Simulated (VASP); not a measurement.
# ScPt (P4/mmm) in VASP: a series of runs

The runs below take ScPt through electric field gradients, with LDA.

All numbers are computed with VASP 6.6.1; they aren't measurements. Logs are shortened: lines on timing, memory, paths and dates and some standing lists are left out, and cuts for length are marked.

### 1 The cell of the first run

It takes space group P4/mmm (No. 123, tetragonal). The conventional cell has a = 3.270 Å, b = 3.270 Å, c = 3.237 Å, α = 90.00°, β = 90.00°, γ = 90.00°. Sc (site symmetry 4/mmm) has 8 Pt at 2.82 Å and 6 Sc at 3.24 to 3.27 Å within 3.7 Å. Within 3.7 Å of Pt (site symmetry 4/mmm) lie 8 Sc at 2.82 Å and 6 Pt at 3.24 to 3.27 Å.

### 2 Electric field gradients, LDA (zz strain of -1 %)

File INCAR:

```
PREC = Accurate ; ENCUT = 520
EDIFF = 1E-8 ; ISMEAR = -1
SIGMA = 0.05 ; LREAL = F
LASPH = T ; NELM = 60
ALGO = Normal ; ISIF = 2
LWAVE = F ; LCHARG = F
GGA = CA ; LEFG = T
NBANDS = 18
```

File KPOINTS:

```
regular mesh
0
Gamma
  10 10 10
```

File POSCAR:

```
ScPt
1.0
    3.2700000000      0.0000000000      0.0000000000
    0.0000000000      3.2700000000      0.0000000000
    0.0000000000      0.0000000000      3.2373000000
Sc Pt
1 1
Direct
    0.5000000000      0.5000000000      0.5000000000
    0.0000000000      0.0000000000      0.0000000000
```

Potentials or basis: VASP PAW LDA potentials, release 64 (Sc_sv, Pt).

Command:

```console
$ cat potpaw_LDA.64/Sc_sv/POTCAR potpaw_LDA.64/Pt/POTCAR > POTCAR
$ mpirun -np 1 vasp_std > vasp.out
```

OUTCAR:

```text
PREC = Accurate
   ENCUT = 520
   EDIFF = 1E-8
   ISMEAR = -1
   LREAL = F
   LASPH = T
   NELM = 60
   ISIF = 2
   GGA = CA

 ion  position               nearest neighbor table
   1  0.500  0.500  0.500-   2 2.82   2 2.82   2 2.82   2 2.82   2 2.82   2 2.82   2 2.82   2 2.82

   2  0.000  0.000  0.000-   1 2.82   1 2.82   1 2.82   1 2.82   1 2.82   1 2.82   1 2.82   1 2.82

  LATTYP: Found a simple tetragonal cell.
 ALAT       =     3.2700000000
 C/A-ratio  =     0.9900000000

  Lattice vectors:

 A1 = (   3.2700000000,   0.0000000000,   0.0000000000)
 A2 = (   0.0000000000,   3.2700000000,   0.0000000000)
 A3 = (   0.0000000000,   0.0000000000,   3.2373000000)

Analysis of symmetry for initial positions (statically):
=====================================================================
 Subroutine PRICEL returns:
 Original cell was already a primitive cell.

 Routine SETGRP: Setting up the symmetry group for a
 simple tetragonal supercell.

 Subroutine GETGRP returns: Found 16 space group operations
 (whereof 16 operations were pure point group operations)
 out of a pool of 16 trial point group operations.

The static configuration has the point symmetry D_4h.

Analysis of symmetry for dynamics (positions and initial velocities):
=====================================================================
 Subroutine PRICEL returns:
 Original cell was already a primitive cell.

 Routine SETGRP: Setting up the symmetry group for a
 simple tetragonal supercell.

 Subroutine GETGRP returns: Found 16 space group operations
 (whereof 16 operations were pure point group operations)
 out of a pool of 16 trial point group operations.

The dynamic configuration has the point symmetry D_4h.

 Subroutine INISYM returns: Found 16 space group operations
 (whereof 16 operations are pure point group operations),
 and found     1 'primitive' translations

----------------------------------------------------------------------------------------

                                     Primitive cell

  volume of cell :      34.6161

  direct lattice vectors                    reciprocal lattice vectors
[... 119 lines left out ...]
  energy-cutoff  :      520.00
  volume of cell :       34.62
 maximum number of plane-waves:       948
   NGX = 13   NGY = 13   NGZ = 13

 number of electron      20.9999994 magnetization

 Free energy of the ion-electron system (eV)
  ---------------------------------------------------
  ext. energy  EPLUGINS =         0.00000000
  ---------------------------------------------------
  free energy    TOTEN  =       -16.66217870 eV

  energy without entropy =      -16.64711682  energy(sigma->0) =      -16.65464776

 E-fermi :   7.9919     XC(G=0): -12.2915

 val. band max:        7.9655346334   @ k =   0.2000   0.1000   0.4000
 cond. band min:       7.9982215522   @ k =   0.0000   0.0000   0.4000
 fundamental gap:      0.0326869188
 Fermi energy:         7.9919111307

 k-point     1 :       0.0000    0.0000    0.0000
  band No.  band energies     occupation
      1     -41.2203      2.00000
      2     -20.0941      2.00000
      3     -20.0941      2.00000
      4     -20.0854      2.00000
      5      -0.1731      2.00000
      6       2.6626      2.00000
[... 481 lines left out ...]
      5       0.7010      2.00000
      6       3.0000      2.00000
[... 10 lines left out ...]
     17      16.5641      0.00000
     18      17.4987      0.00000

 [... further k-points ...]

------------------------ aborting loop because EDIFF is reached ----------------------------------------

  FORCE on cell =-STRESS in cart. coord.  units (eV):
  Direction    XX          YY          ZZ          XY          YZ          ZX
  --------------------------------------------------------------------------------------
  -------------------------------------------------------------------------------------
  Total       -0.7315907     -0.7315907     -0.7461581      0.0000000      0.0000000     -0.0000000
  in kB      -33.8610389    -33.8610389    -34.5352782      0.0000000      0.0000000     -0.0000000
  external PRESSURE =     -34.0857853 kB  Pullay stress =       0.0000000 kB

 VOLUME and BASIS-vectors are now :
 -----------------------------------------------------------------------------
  energy-cutoff  :      520.00
  volume of cell :       34.62
      direct lattice vectors                 reciprocal lattice vectors
     3.270000000  0.000000000  0.000000000     0.305810398  0.000000000  0.000000000
     0.000000000  3.270000000  0.000000000     0.000000000  0.305810398  0.000000000
     0.000000000  0.000000000  3.237300000     0.000000000  0.000000000  0.308899391

 POSITION                                       TOTAL-FORCE (eV/Angst)
 -----------------------------------------------------------------------------------
      1.63500      1.63500      1.61865         0.000000      0.000000      0.000000
      0.00000      0.00000      0.00000         0.000000      0.000000      0.000000
 -----------------------------------------------------------------------------------
    total drift:                                0.000000      0.000000     -0.000000

  FREE ENERGIE OF THE ION-ELECTRON SYSTEM (eV)
  ---------------------------------------------------
  free  energy   TOTEN  =       -16.6621787002 eV

  energy  without entropy=      -16.6471168162  energy(sigma->0) =      -16.65464776

 Electric field gradients (V/A^2)
---------------------------------------------------------------------
 ion       V_xx      V_yy      V_zz      V_xy      V_xz      V_yz
---------------------------------------------------------------------
   1      -0.568    -0.568     1.137    -0.000    -0.000     0.000
   2      -0.625    -0.625     1.250     0.000    -0.000     0.000
---------------------------------------------------------------------

 Electric field gradients after diagonalization (V/A^2)
 (convention: |V_zz| > |V_xx| > |V_yy|)
----------------------------------------------------------------------
 ion       V_xx      V_yy      V_zz     asymmetry (V_yy - V_xx)/ V_zz
----------------------------------------------------------------------
   1      -0.568    -0.568     1.137       0.000
   2      -0.625    -0.625     1.250       0.000
----------------------------------------------------------------------

           NMR quadrupolar parameters

 Cq : quadrupolar parameter    Cq=e*Q*V_zz/h
 eta: asymmetry parameters     (V_yy - V_xx)/ V_zz
 Q  : nuclear electric quadrupole moment in mb (millibarn)
----------------------------------------------------------------------
 ion       Cq(MHz)       eta       Q (mb)
----------------------------------------------------------------------
   1       0.003       0.000       1.000
   2       0.003       0.000       1.000
----------------------------------------------------------------------
```

OSZICAR:

```text
N       E                     dE             d eps       ncg     rms          rms(c)
DAV:   1     0.190459940503E+03    0.19046E+03   -0.10424E+04  4728   0.123E+03
DAV:   2    -0.868199113776E+01   -0.19914E+03   -0.19216E+03  4708   0.372E+02
DAV:   3    -0.178577077095E+02   -0.91757E+01   -0.87006E+01  5982   0.892E+01
DAV:   4    -0.180597534785E+02   -0.20205E+00   -0.20135E+00  6680   0.139E+01
DAV:   5    -0.180625886497E+02   -0.28352E-02   -0.28350E-02  5954   0.121E+00    0.100E+01
DAV:   6    -0.168863094600E+02    0.11763E+01   -0.17253E+00  6320   0.193E+01    0.406E+00
DAV:   7    -0.166897765338E+02    0.19653E+00   -0.69879E-01  6384   0.676E+00    0.112E+00
DAV:   8    -0.166684800691E+02    0.21296E-01   -0.75725E-02  6984   0.268E+00    0.583E-01
DAV:   9    -0.166633341959E+02    0.51459E-02   -0.23694E-02  5702   0.241E+00    0.291E-01
DAV:  10    -0.166623307935E+02    0.10034E-02   -0.67839E-03  6028   0.116E+00    0.763E-02
DAV:  11    -0.166621792038E+02    0.15159E-03   -0.50266E-04  6752   0.307E-01    0.945E-03
DAV:  12    -0.166621789125E+02    0.29134E-06   -0.12271E-05  6994   0.358E-02    0.400E-03
DAV:  13    -0.166621787247E+02    0.18774E-06   -0.84022E-07  6884   0.122E-02    0.193E-03
DAV:  14    -0.166621787004E+02    0.24312E-07   -0.10649E-07  5884   0.218E-03    0.105E-04
DAV:  15    -0.166621787002E+02    0.23806E-09   -0.10470E-09  2648   0.397E-04
   1 F= -.16662179E+02 E0= -.16654648E+02  d E =-.150619E-01
```

stdout:

```text
POSCAR found type information on POSCAR ScPt
 POSCAR found :  2 types and       2 ions
 scaLAPACK will be used
 LDA part: xc-table for (Slater(with rela. corr.)+CA(PZ))
 , standard interpolation
 POSCAR, INCAR and KPOINTS ok, starting setup
 FFT: planning ... GRIDC
 FFT: planning ... GRID_SOFT
 FFT: planning ... GRID
 WAVECAR not read
 entering main loop
ion   1

ion   2
```

Wall time 25 s (1 thread of AMD EPYC 9R45 (Zen 5), shared host); peak memory 0.16 GiB.

What came out:

```yaml
Free_energy: -16.6622 eV
Pressure: -3.4 GPa
Band_gap_on_the_k_mesh: zero (an odd number of electrons rules out a gap without spin polarisation)
Largest_electric_field_gradient_by_atom: Sc +1.1; Pt +1.2 V/Å²
```

Electric field gradients, principal values (V/Å²):
```csv
atom,least,middle,greatest (by size)
1 Sc,-0.568,-0.568,1.137
2 Pt,-0.625,-0.625,1.250
```

Caveat: the cell differs from its parent crystal (zz strain of -1 %); the cell stands under tension; without QUAD_EFG the Cq values of the log hold for a quadrupole moment of 1 mb, not for the nuclei; spin-orbit coupling is left out, which moves the levels of the heavy elements.

### 3 Electric field gradients, LDA (zz strain of +2 %)

File INCAR:

```
  ALGO = Normal
  EDIFF = 1E-8
  ENCUT = 520
  GGA = CA
  ISIF = 2
  ISMEAR = -1
  LASPH = True
  LCHARG = False
  LEFG = True
  LREAL = False
  LWAVE = False
  NBANDS = 18
  NELM = 80
  PREC = Accurate
  SIGMA = 0.05
```

File KPOINTS:

```
k-points
0
Gamma
  10 10 10
```

POSCAR: that of step 2 with these lines changed.

```diff
@@ -4,3 +4,3 @@
     0.0000000000      3.2700000000      0.0000000000
-    0.0000000000      0.0000000000      3.2373000000
+    0.0000000000      0.0000000000      3.3354000000
 Sc Pt
```

Potentials or basis: VASP PAW LDA potentials, release 64 (Sc_sv, Pt).

Command:

```console
$ cat potpaw_LDA.64/Sc_sv/POTCAR potpaw_LDA.64/Pt/POTCAR > POTCAR
$ mpirun -np 1 vasp_std > vasp.out
```

OUTCAR:

```text
EDIFF = 1E-8
   ENCUT = 520
   GGA = CA
   ISIF = 2
   ISMEAR = -1
   LASPH = True
   LREAL = False
   NELM = 80
   PREC = Accurate

 ion  position               nearest neighbor table
   1  0.500  0.500  0.500-   2 2.85   2 2.85   2 2.85   2 2.85   2 2.85   2 2.85   2 2.85   2 2.85

   2  0.000  0.000  0.000-   1 2.85   1 2.85   1 2.85   1 2.85   1 2.85   1 2.85   1 2.85   1 2.85

  LATTYP: Found a simple tetragonal cell.
 ALAT       =     3.2700000000
 C/A-ratio  =     1.0200000000

  Lattice vectors:

 A1 = (   3.2700000000,   0.0000000000,   0.0000000000)
 A2 = (   0.0000000000,   3.2700000000,   0.0000000000)
 A3 = (   0.0000000000,   0.0000000000,   3.3354000000)

Analysis of symmetry for initial positions (statically):
=====================================================================
 Subroutine PRICEL returns:
 Original cell was already a primitive cell.

 Routine SETGRP: Setting up the symmetry group for a
 simple tetragonal supercell.

[... 692 lines left out ...]
      direct lattice vectors                 reciprocal lattice vectors
     3.270000000  0.000000000  0.000000000     0.305810398  0.000000000  0.000000000
     0.000000000  3.270000000  0.000000000     0.000000000  0.305810398  0.000000000
     0.000000000  0.000000000  3.335400000     0.000000000  0.000000000  0.299814115

 POSITION                                       TOTAL-FORCE (eV/Angst)
 -----------------------------------------------------------------------------------
      1.63500      1.63500      1.66770         0.000000      0.000000      0.000000
      0.00000      0.00000      0.00000         0.000000      0.000000      0.000000
 -----------------------------------------------------------------------------------
    total drift:                                0.000000      0.000000     -0.000000

  FREE ENERGIE OF THE ION-ELECTRON SYSTEM (eV)
  ---------------------------------------------------
  free  energy   TOTEN  =       -16.6268272204 eV

  energy  without entropy=      -16.6119942218  energy(sigma->0) =      -16.61941072

 Electric field gradients (V/A^2)
---------------------------------------------------------------------
 ion       V_xx      V_yy      V_zz      V_xy      V_xz      V_yz
---------------------------------------------------------------------
   1       0.646     0.646    -1.291    -0.000    -0.000     0.000
   2       3.816     3.816    -7.632     0.000     0.000    -0.000
---------------------------------------------------------------------

 Electric field gradients after diagonalization (V/A^2)
 (convention: |V_zz| > |V_xx| > |V_yy|)
----------------------------------------------------------------------
 ion       V_xx      V_yy      V_zz     asymmetry (V_yy - V_xx)/ V_zz
----------------------------------------------------------------------
   1       0.646     0.646    -1.291       0.000
   2       3.816     3.816    -7.632       0.000
----------------------------------------------------------------------

           NMR quadrupolar parameters

 Cq : quadrupolar parameter    Cq=e*Q*V_zz/h
 eta: asymmetry parameters     (V_yy - V_xx)/ V_zz
 Q  : nuclear electric quadrupole moment in mb (millibarn)
----------------------------------------------------------------------
 ion       Cq(MHz)       eta       Q (mb)
----------------------------------------------------------------------
   1      -0.003       0.000       1.000
   2      -0.018       0.000       1.000
----------------------------------------------------------------------
```

OSZICAR:

```text
N       E                     dE             d eps       ncg     rms          rms(c)
DAV:   1     0.187335569435E+03    0.18734E+03   -0.10524E+04  4784   0.123E+03
DAV:   2    -0.871902239830E+01   -0.19605E+03   -0.18873E+03  4660   0.366E+02
DAV:   3    -0.178830716619E+02   -0.91640E+01   -0.86790E+01  6026   0.896E+01
DAV:   4    -0.180772538762E+02   -0.19418E+00   -0.19338E+00  6708   0.133E+01
DAV:   5    -0.180798116404E+02   -0.25578E-02   -0.25575E-02  6098   0.111E+00    0.944E+00
DAV:   6    -0.168555471295E+02    0.12243E+01   -0.18399E+00  6312   0.197E+01    0.383E+00
DAV:   7    -0.166579652374E+02    0.19758E+00   -0.73408E-01  6338   0.668E+00    0.115E+00
DAV:   8    -0.166333319926E+02    0.24633E-01   -0.89988E-02  6922   0.294E+00    0.594E-01
DAV:   9    -0.166281939481E+02    0.51380E-02   -0.26738E-02  5730   0.254E+00    0.299E-01
DAV:  10    -0.166270125036E+02    0.11814E-02   -0.83415E-03  6024   0.127E+00    0.828E-02
DAV:  11    -0.166268279569E+02    0.18455E-03   -0.62721E-04  6794   0.338E-01    0.105E-02
DAV:  12    -0.166268274291E+02    0.52786E-06   -0.13928E-05  6996   0.373E-02    0.402E-03
DAV:  13    -0.166268272536E+02    0.17551E-06   -0.74477E-07  6890   0.109E-02    0.207E-03
DAV:  14    -0.166268272201E+02    0.33438E-07   -0.16230E-07  6672   0.315E-03    0.145E-04
DAV:  15    -0.166268272204E+02   -0.26557E-09   -0.21875E-09  2660   0.543E-04
   1 F= -.16626827E+02 E0= -.16619411E+02  d E =-.148330E-01
```

stdout:

```text
POSCAR found type information on POSCAR ScPt
 POSCAR found :  2 types and       2 ions
 scaLAPACK will be used
 LDA part: xc-table for (Slater(with rela. corr.)+CA(PZ))
 , standard interpolation
 POSCAR, INCAR and KPOINTS ok, starting setup
 FFT: planning ... GRIDC
 FFT: planning ... GRID_SOFT
 FFT: planning ... GRID
 WAVECAR not read
 entering main loop
ion   1

ion   2
```

Run time: 28 s. Hardware: 1 thread of AMD EPYC 9R45 (Zen 5), shared host; peak memory 0.17 GiB.

What came out:

* Free energy: -16.6268 eV
* Pressure: -7.5 GPa
* Band gap on the k mesh: zero (an odd number of electrons rules out a gap without spin polarisation)
* Largest electric field gradient by atom: Sc -1.3; Pt -7.6 V/Å²

Levels at points of the mesh, in eV from the Fermi level:
```
           k point  band 7  band 8  band 9  band 10  band 11  band 12  band 13  band 14  band 15  band 16
(0.00, 0.00, 0.00)   -5.11   -2.83   -2.83    -2.73     1.30     1.46     3.34     3.35     3.35     6.82
(0.50, 0.00, 0.00)   -3.25   -3.24   -3.16    -2.42    -0.84    -0.11     1.02     1.18     2.59     3.98
(0.50, 0.50, 0.00)   -3.91   -3.91   -1.54    -0.70     0.40     0.40     2.01     3.40     3.40     3.53
(0.00, 0.00, 0.50)   -3.34   -3.12   -3.12    -2.37    -1.08    -0.17     1.21     1.21     2.65     3.74
(0.50, 0.00, 0.50)   -3.79   -3.75   -1.63    -0.88     0.26     0.30     1.81     3.38     3.42     3.45
(0.50, 0.50, 0.50)   -4.22   -1.58   -1.50    -1.41    -1.35    -1.35     2.97     3.50     3.59     8.68
```

Electric field gradients, principal values (V/Å²):
| atom | least | middle | greatest (by size) |
| --- | --- | --- | --- |
| 1 Sc | 0.646 | 0.646 | -1.291 |
| 2 Pt | 3.816 | 3.816 | -7.632 |

Caveat: the cell differs from its parent crystal (zz strain of +2 %); the cell stands under tension; without QUAD_EFG the Cq values of the log hold for a quadrupole moment of 1 mb, not for the nuclei; spin-orbit coupling is left out, which moves the levels of the heavy elements.

The gap in the log of VASP goes by the Fermi energy; the results here count the filled bands.